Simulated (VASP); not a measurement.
# InSb (F-43m) in VASP: notebook

Runs on InSb. Level: r2SCAN. Tasks: relaxation of cell and atoms, relaxation of the atoms.

All numbers are computed with VASP 6.6.1; they aren't measurements. Logs are shortened: lines on timing, memory, paths and dates and some standing lists are left out, and cuts for length are marked.

### 1 The cell of the first run

The structure is cubic, space group F-43m (No. 216). Conventional cell: a = 6.478 Å, b = 6.478 Å, c = 6.478 Å, α = 90.00°, β = 90.00°, γ = 90.00°. In (site symmetry -43m) has 4 Sb at 2.81 Å within 3.7 Å. Within 3.7 Å of Sb (site symmetry -43m) lie 4 In at 2.81 Å.

### 2 Relaxation of cell and atoms, r2SCAN

The input, POSCAR:

```
InSb
1.0
    0.0000000000      3.2391000000      3.2391000000
    3.2391000000      0.0000000000      3.2391000000
    3.2391000000      3.2391000000      0.0000000000
In Sb
1 1
Direct
    0.0000000000      0.0000000000      0.0000000000
    0.2500000000      0.2500000000      0.2500000000
```

The input, INCAR.step1:

```
SYSTEM = InSb
PREC = Accurate ; ENCUT = 600
ISMEAR = -1 ; SIGMA = 0.1
LREAL = .FALSE. ; LASPH = .TRUE.
NELM = 80 ; GGA = PE
ALGO = Normal ; EDIFF = 1E-4
LWAVE = .TRUE. ; LCHARG = .FALSE.
```

The input, INCAR.step2:

```
SYSTEM = InSb
PREC = Accurate ; ENCUT = 600
EDIFF = 1E-6 ; ISMEAR = -1
SIGMA = 0.1 ; LREAL = .FALSE.
LASPH = .TRUE. ; NELM = 80
ALGO = Normal ; ISIF = 3
LWAVE = .FALSE. ; LCHARG = .FALSE.
METAGGA = R2SCAN ; LMIXTAU = .TRUE.
IBRION = 2 ; NSW = 80
EDIFFG = -0.01 ; ISTART = 1
```

The input, KPOINTS:

```
Automatic mesh
0
G
  9 9 9
  0 0 0
```

Potentials or basis: VASP PAW PBE potentials, release 64 (In_d, Sb).

The run is started by

```sh
$ cat potpaw_PBE.64/In_d/POTCAR potpaw_PBE.64/Sb/POTCAR > POTCAR
$ cp INCAR.step1 INCAR
$ mpirun -np 1 vasp_std > vasp.out
$ cp INCAR.step2 INCAR
$ mpirun -np 1 vasp_std > vasp.out
```

OUTCAR:

```text
SYSTEM = InSb
   PREC = Accurate
   ENCUT = 600
   EDIFF = 1E-6
   ISMEAR = -1
   LREAL = .FALSE.
   LASPH = .TRUE.
   NELM = 80
   ISIF = 3
   METAGGA = R2SCAN
   IBRION = 2
   NSW = 80
   EDIFFG = -0.01
   ISTART = 1

 ion  position               nearest neighbor table
   1  0.000  0.000  0.000-   2 2.81   2 2.81   2 2.81   2 2.81
   2  0.250  0.250  0.250-   1 2.81   1 2.81   1 2.81   1 2.81

  LATTYP: Found a face centered cubic cell.
 ALAT       =     6.4782000000

  Lattice vectors:

 A1 = (   0.0000000000,   3.2391000000,   3.2391000000)
 A2 = (   3.2391000000,   0.0000000000,   3.2391000000)
 A3 = (   3.2391000000,   3.2391000000,   0.0000000000)

Analysis of symmetry for initial positions (statically):
=====================================================================
 Subroutine PRICEL returns:
 Original cell was already a primitive cell.

 Routine SETGRP: Setting up the symmetry group for a
 face centered cubic supercell.

 Subroutine GETGRP returns: Found 24 space group operations
 (whereof 24 operations were pure point group operations)
 out of a pool of 48 trial point group operations.

The static configuration has the point symmetry T_d .

Analysis of symmetry for dynamics (positions and initial velocities):
=====================================================================
 Subroutine PRICEL returns:
 Original cell was already a primitive cell.

 Routine SETGRP: Setting up the symmetry group for a
 face centered cubic supercell.

 Subroutine GETGRP returns: Found 24 space group operations
 (whereof 24 operations were pure point group operations)
 out of a pool of 48 trial point group operations.

The dynamic configuration has the point symmetry T_d .

 Subroutine INISYM returns: Found 24 space group operations
 (whereof 24 operations are pure point group operations),
 and found     1 'primitive' translations

----------------------------------------------------------------------------------------

                                     Primitive cell

  volume of cell :      67.9678

  direct lattice vectors                    reciprocal lattice vectors
     0.000000000  3.239100000  3.239100000    -0.154363867  0.154363867  0.154363867
     3.239100000  0.000000000  3.239100000     0.154363867 -0.154363867  0.154363867
     3.239100000  3.239100000  0.000000000     0.154363867  0.154363867 -0.154363867

  length of vectors
     4.580779150  4.580779150  4.580779150     0.267366060  0.267366060  0.267366060

  position of ions in fractional coordinates (direct lattice)
     0.000000000  0.000000000  0.000000000
     0.250000000  0.250000000  0.250000000

  ion indices of the primitive-cell ions
   primitive index   ion index
                 1           1
                 2           2

----------------------------------------------------------------------------------------

 KPOINTS: Automatic mesh

Automatic generation of k-mesh.
 Grid dimensions read from file:
 generate k-points for:    9    9    9

 Generating k-lattice:

  Cartesian coordinates                     Fractional coordinates (reciprocal lattice)
    -0.017151541  0.017151541  0.017151541     0.111111111  0.000000000  0.000000000
     0.017151541 -0.017151541  0.017151541     0.000000000  0.111111111  0.000000000
     0.017151541  0.017151541 -0.017151541     0.000000000  0.000000000  0.111111111

  Length of vectors
     0.029707340  0.029707340  0.029707340

  Shift w.r.t. Gamma in fractional coordinates (k-lattice)
     0.000000000  0.000000000  0.000000000

 Subroutine IBZKPT returns following result:
 ===========================================

 Found     35 irreducible k-points:

 Following reciprocal coordinates:
            Coordinates               Weight
  0.000000  0.000000  0.000000      1.000000
  0.111111  0.000000  0.000000      8.000000
  0.222222  0.000000  0.000000      8.000000
  0.333333  0.000000  0.000000      8.000000
  0.444444  0.000000  0.000000      8.000000
  0.111111  0.111111  0.000000      6.000000
[... 16 lines left out ...]
 -0.333333  0.333333  0.000000     12.000000
  0.444444  0.444444  0.000000      6.000000
 [... further k-points ...]
   k-points           NKPTS =     35   k-points in BZ     NKDIM =     35   number of bands    NBANDS=     13
   number of dos      NEDOS =    301   number of ions     NIONS =      2
   total plane-waves  NPLWV =  64000
   dimension x,y,z NGX =    40 NGY =   40 NGZ =   40
   dimension x,y,z NGXF=    80 NGYF=   80 NGZF=   80
   ions per type =               1   1
   NGX,Y,Z   is equivalent  to a cutoff of  14.52, 14.52, 14.52 a.u.
   NGXF,Y,Z  is equivalent  to a cutoff of  29.03, 29.03, 29.03 a.u.
 SYSTEM =  InSb
   PREC   = accura    normal or accurate (medium, high low for compatibility)
   ISTART =      1    job   : 0-new  1-cont  2-samecut
   ICHARG =      0    charge: 1-file 2-atom 10-const
   ISPIN  =      1    spin polarized calculation?
   LNONCOLLINEAR =      F non collinear calculations
   LSORBIT =      F    spin-orbit coupling
   LASPH  =      T    aspherical Exc in radial PAW
   ENCUT  =  600.0 eV  44.10 Ry    6.64 a.u.   9.15  9.15  9.15*2*pi/ulx,y,z
   NELM   =     80;   NELMIN=  2; NELMDL=  0     # of ELM steps
   EDIFF  = 0.1E-05   stopping-criterion for ELM
   LREAL  =      F    real-space projection
   EDIFFG = -.1E-01   stopping-criterion for IOM
   NSW    =     80    number of steps for IOM
   IBRION =      2    ionic relax: 0-MD 1-quasi-New 2-CG
   NFREE  =      1    steps in history (QN), initial steepest desc. (CG)
   ISIF   =      3    stress and relaxation
   ISYM   =      2    0-nonsym 1-usesym 2-fastsym
   POTIM  = 0.5000    time-step for ionic-motion
   TEBEG  =    0.0;   TEEND  =   0.0 temperature during run
   PSTRESS=    0.0 pullay stress
   NELECT =      18.0000    total number of electrons
   NUPDOWN=      -1.0000    fix difference up-down
   EMIN   =  10.00;   EMAX   =-10.00  energy-range for DOS
   EFERMI =   0.00;   METHOD = LEGACY
   ISMEAR =    -1;   SIGMA  =   0.10  broadening in eV -4-tet -1-fermi 0-gaus
   EFERMI_NEDOS =   21; number of points for ismear=-14 and -15
   IALGO  =     38    algorithm
   IMIX   =      4    mixing-type and parameters
     AMIX     =   0.40;   BMIX     =  1.00
     AMIX_MAG =   1.60;   BMIX_MAG =  1.00
  volume/ion in A,a.u.               =      33.98       229.33
  Fermi-wavevector in a.u.,A,eV,Ry     =   1.051311  1.986690 15.037912  1.105255
  Thomas-Fermi vector in A             =   2.186349
   LORBIT       =      0    0 simple, 1 ext, 2 COOP (PROOUT), +10 PAW based schemes
   METAGGA = R2SCAN    functional components
   LHFCALC =     F    Hartree Fock is set to
   AEXX    =    0.0000 exact exchange contribution
   IVDW    =     0    specifies the selected vdW correction
   LEPSILON=     F    determine dielectric tensor
   LRPA    =     F    only Hartree local field effects (RPA)
 conjugate gradient relaxation of ions
 non-spin polarized calculation
  energy-cutoff  :      600.00
  volume of cell :       67.97
 maximum number of plane-waves:      2285
 NGX is ok and might be reduce to    40
   NGX = 19   NGY = 19   NGZ = 19

--------------------------------------- Ionic step        1  -------------------------------------------

 number of electron      18.0000001 magnetization

 Free energy of the ion-electron system (eV)
  ---------------------------------------------------
  ext. energy  EPLUGINS =         0.00000000
  ---------------------------------------------------
  free energy    TOTEN  =       -48.75485572 eV

  energy without entropy =      -48.75385898  energy(sigma->0) =      -48.75435735

 E-fermi :   5.1827     XC(G=0):  -9.2445

 val. band max:        5.1677913861   @ k =   0.0000   0.0000   0.0000
 cond. band min:       5.7827060244   @ k =   0.4444   0.0000   0.0000
 fundamental gap:      0.6149146383
 Fermi energy:         5.1826815546

 k-point     1 :       0.0000    0.0000    0.0000
  band No.  band energies     occupation
      1     -10.1691      2.00000
      2     -10.1691      2.00000
      3     -10.1691      2.00000
      4     -10.0669      2.00000
      5     -10.0669      2.00000
      6      -6.1985      2.00000
      7       4.9263      1.85695
      8       4.9263      1.85695
      9       4.9263      1.85694
     10       5.1678      1.07431
     11       8.1428      0.00000
     12       8.1428      0.00000
     13       8.1428      0.00000

 k-point     2 :       0.1111    0.0000    0.0000
  band No.  band energies     occupation
      1     -10.1753      2.00000
      2     -10.1662      2.00000
      3     -10.1662      2.00000
      4     -10.0671      2.00000
      5     -10.0671      2.00000
      6      -6.0795      2.00000
      7       3.3680      2.00000
      8       4.7515      1.97354
      9       4.7515      1.97354
     10       6.1190      0.00017
     11       8.3870      0.00000
     12       8.3870      0.00000
     13       8.4629      0.00000
[... 401 lines left out ...]
 VOLUME and BASIS-vectors are now :
 -----------------------------------------------------------------------------
  energy-cutoff  :      600.00
  volume of cell :       71.64
      direct lattice vectors                 reciprocal lattice vectors
    -0.000000000  3.296451947  3.296451947    -0.151678231  0.151678231  0.151678231
     3.296451947 -0.000000000  3.296451947     0.151678231 -0.151678231  0.151678231
     3.296451947  3.296451947  0.000000000     0.151678231  0.151678231 -0.151678231

 POSITION                                       TOTAL-FORCE (eV/Angst)
 -----------------------------------------------------------------------------------
      3.29645      6.59290      3.29645         0.000000      0.000000      0.000000
      1.64823      1.64823      1.64823        -0.000000     -0.000000     -0.000000
 -----------------------------------------------------------------------------------
    total drift:                               -0.000001     -0.000001     -0.000001

  FREE ENERGIE OF THE ION-ELECTRON SYSTEM (eV)
  ---------------------------------------------------
  free  energy   TOTEN  =       -48.7655990777 eV

  energy  without entropy=      -48.7642323595  energy(sigma->0) =      -48.76491572

--------------------------------------- Ionic step        3  -------------------------------------------

 number of electron      17.9999998 magnetization

 Free energy of the ion-electron system (eV)
  ---------------------------------------------------
  ext. energy  EPLUGINS =         0.00000000
  ---------------------------------------------------
  free energy    TOTEN  =       -48.76806523 eV

  energy without entropy =      -48.76676279  energy(sigma->0) =      -48.76741401

 E-fermi :   4.7575     XC(G=0):  -9.0811

 val. band max:        4.5610002233   @ k =   0.0000   0.0000   0.0000
 cond. band min:       5.3267259788   @ k =   0.4444   0.0000   0.0000
 fundamental gap:      0.7657257555
 Fermi energy:         4.7575311708

 k-point     1 :       0.0000    0.0000    0.0000
  band No.  band energies     occupation
      1     -10.4784      2.00000
      2     -10.4784      2.00000
      3     -10.4784      2.00000
      4     -10.3872      2.00000
      5     -10.3872      2.00000
      6      -6.3454      2.00000
      7       4.5432      1.79017
      8       4.5432      1.79017
      9       4.5432      1.79017
     10       4.5610      1.75421
     11       7.7653      0.00000
     12       7.7653      0.00000
     13       7.7653      0.00000

 k-point     2 :       0.1111    0.0000    0.0000
  band No.  band energies     occupation
      1     -10.4837      2.00000
      2     -10.4760      2.00000
      3     -10.4760      2.00000
      4     -10.3874      2.00000
      5     -10.3874      2.00000
      6      -6.2327      2.00000
      7       2.9549      2.00000
      8       4.3797      1.95529
      9       4.3797      1.95529
     10       5.5970      0.00045
     11       7.9973      0.00000
     12       7.9973      0.00000
     13       8.0452      0.00000
[... 365 lines left out ...]
 VOLUME and BASIS-vectors are now :
 -----------------------------------------------------------------------------
  energy-cutoff  :      600.00
  volume of cell :       70.49
      direct lattice vectors                 reciprocal lattice vectors
    -0.000000000  3.278757458  3.278757458    -0.152496794  0.152496794  0.152496794
     3.278757458 -0.000000000  3.278757458     0.152496794 -0.152496794  0.152496794
     3.278757458  3.278757458  0.000000000     0.152496794  0.152496794 -0.152496794

 POSITION                                       TOTAL-FORCE (eV/Angst)
 -----------------------------------------------------------------------------------
      0.00000     -0.00000      0.00000         0.000000     -0.000000      0.000000
      1.63938      1.63938      1.63938        -0.000000      0.000000     -0.000000
 -----------------------------------------------------------------------------------
    total drift:                               -0.000001     -0.000001     -0.000001

  FREE ENERGIE OF THE ION-ELECTRON SYSTEM (eV)
  ---------------------------------------------------
  free  energy   TOTEN  =       -48.7680652329 eV

  energy  without entropy=      -48.7667627902  energy(sigma->0) =      -48.76741401

 reached required accuracy - stopping structural energy minimisation
```

It took 13 min on 1 thread of Intel Xeon Platinum 8259CL at 2.50GHz (Skylake/Cascade Lake), shared host; peak memory 0.28 GiB.

What came out:

```
Free energy                           : -48.7681 eV
Relaxed volume                        : 35.25 Å³/atom
Relaxed cell                          : a = 4.637 Å, b = 4.637 Å, c = 4.637 Å, α = 60.00°, β = 60.00°, γ = 60.00°
Space group after relaxing (to 0.1 Å) : F-43m (No. 216)
Energy gained by relaxing             : 6.6 meV/atom
Ionic steps                           : 3
Pressure after relaxing               : 0.0 GPa
```

The path:
| step | energy change (eV) | largest force (eV/Å) | pressure (GPa) | volume (Å³) |
| --- | --- | --- | --- | --- |
| 1 | 0.0000 | 0.0000 | 1.73 | 67.97 |
| 2 | -0.0107 | 0.0000 | -0.68 | 71.64 |
| 3 | -0.0132 | 0.0000 | 0.00 | 70.49 |

Final structure:
```xyz
2
Lattice="0.0000 3.2788 3.2788 3.2788 0.0000 3.2788 3.2788 3.2788 0.0000" Properties=species:S:1:pos:R:3 pbc="T T T"
In    0.0000    0.0000    0.0000
Sb    1.6394    1.6394    1.6394
```

Caveat: the PAW data sets were made with another functional, which shifts forces and pressure a little; spin-orbit coupling is left out, which moves the levels of the heavy elements.

### 3 Relaxation of the atoms, r2SCAN

This run uses another cell than the first one, of 33.14 Å³/atom.

The input, POSCAR:

```
InSb
1.0
    0.0000000000      3.2121343300      3.2121343300
    3.2121343300      0.0000000000      3.2121343300
    3.2121343300      3.2121343300      0.0000000000
In Sb
1 1
Direct
    0.0000000000      0.0000000000      0.0000000000
    0.2500000000      0.2500000000      0.2500000000
```

The input, INCAR.step1:

```
SYSTEM = InSb
  PREC = Accurate
  ENCUT = 520
  ISMEAR = -1
  SIGMA = 0.1
  LREAL = .FALSE.
  LASPH = .TRUE.
  NELM = 80
  GGA = PE
  ALGO = Normal
  EDIFF = 1E-4
  LWAVE = .TRUE.
  LCHARG = .FALSE.
```

The input, INCAR.step2:

```
SYSTEM = InSb
  PREC = Accurate
  ENCUT = 520
  EDIFF = 1E-7
  ISMEAR = -1
  SIGMA = 0.1
  LREAL = .FALSE.
  LASPH = .TRUE.
  NELM = 80
  ALGO = Normal
  ISIF = 2
  LWAVE = .FALSE.
  LCHARG = .FALSE.
  METAGGA = R2SCAN
  LMIXTAU = .TRUE.
  IBRION = 2
  NSW = 50
  EDIFFG = -0.01
  ISTART = 1
```

The input, KPOINTS:

```
regular mesh
0
G
  9 9 9
  0 0 0
```

Potentials or basis: VASP PAW PBE potentials, release 64 (In_d, Sb).

The run is started by

```sh
$ cat potpaw_PBE.64/In_d/POTCAR potpaw_PBE.64/Sb/POTCAR > POTCAR
$ cp INCAR.step1 INCAR
$ mpirun -np 1 vasp_std > vasp.out
$ cp INCAR.step2 INCAR
$ mpirun -np 1 vasp_std > vasp.out
```

Wall time 3.8 min (1 thread of Intel Xeon Platinum 8259CL at 2.50GHz (Skylake/Cascade Lake), shared host); peak memory 0.24 GiB.

It converged, with:

* Free energy: -48.7285 eV
* Pressure after relaxing: 3.1 GPa
* Band gap on the k mesh: 0.40 eV

Final structure:
```
In Sb
1.0
     0.00000    3.21213    3.21213
     3.21213    0.00000    3.21213
     3.21213    3.21213    0.00000
In Sb
1 1
Direct
  0.00000 0.00000 0.00000
  0.25000 0.25000 0.25000
```

Levels at points of the mesh, in eV from the valence-band top:
```
           k point  band 5  band 6  band 7  band 8  band 9  band 10  band 11  band 12  band 13
(0.00, 0.00, 0.00)  -15.04  -11.30    0.00    0.00    0.00     0.40     3.21     3.21     3.21
```

Caveat: the relaxation stopped at its first step, so nothing moved; the PAW data sets were made with another functional, which shifts forces and pressure a little; spin-orbit coupling is left out, which moves the levels of the heavy elements.
